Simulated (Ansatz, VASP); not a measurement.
## Li2O in VASP and in Ansatz

POSCAR

```
Li2O
1.0
    0.0000000000      2.3050000000      2.3050000000
    2.3050000000      0.0000000000      2.3050000000
    2.3050000000      2.3050000000      0.0000000000
Li O
2 1
Direct
    0.2500000000      0.2500000000      0.2500000000
    0.7500000000      0.7500000000      0.7500000000
    0.0000000000      0.0000000000      0.0000000000
```

INCAR.step1

```
PREC = Accurate
ENCUT = 830
ISMEAR = 0
SIGMA = 0.01
LREAL = False
LASPH = True
NELM = 120
NBANDS = 13
GGA = PE
ALGO = Normal
EDIFF = 1E-5
LWAVE = True
LCHARG = False
GGA_COMPAT = False
```

INCAR.step2

```
PREC = Accurate
ENCUT = 830
EDIFF = 1E-6
ISMEAR = 0
SIGMA = 0.01
LREAL = False
LASPH = True
NELM = 120
ALGO = Normal
ISIF = 2
LWAVE = False
LCHARG = True
METAGGA = R2SCAN
LMIXTAU = True
LELF = True
LVHAR = True
NBANDS = 13
ISTART = 1
GGA_COMPAT = False
```

Contents of KPOINTS:

```
regular mesh
0
Gamma
  8 8 8
```

Input for Ansatz:

```yaml
crystal:
  lattice:
    bravais: fcc
    a: 4.61
  space_group: 225
  atoms:
    - { symbol: Li, position: [0.25, 0.75, 0.75] }
    - { symbol: O, position: [0.0, 0.0, 0.0] }
  reduce_to_primitive: true
kpoints:
  mp_grid:
    grid: [8, 8, 8]
hamiltonian:
  xc: r2scan
scf:
  occupations:
    method: fixed
output:
  wannier:
    kmesh: [6, 6, 6]
    projections:
      - { species: O, l: p }
    minimise: true
```

Alike in both runs: task single point; functional r2SCAN; k mesh 8 × 8 × 8; no spin polarisation.

|  | VASP | Ansatz |
| --- | --- | --- |
| version | VASP 6.6.1 | Ansatz 0.2.0 |
| potentials or method | VASP PAW PBE potentials, release 64 (Li_sv, O) | plane waves, PAW |
| plane-wave cutoff (eV) | 830 | 500 |
| occupations | gaussian, width 0.01 eV | fixed |
| valence electrons in the cell | 12 | 12 |

|  | VASP | Ansatz | Ansatz less VASP |
| --- | --- | --- | --- |
| gap on the k mesh at the Fermi level (eV) | 5.68 | 5.71 | +0.033 |

VASP's potentials were made for PBE, not for r2SCAN.
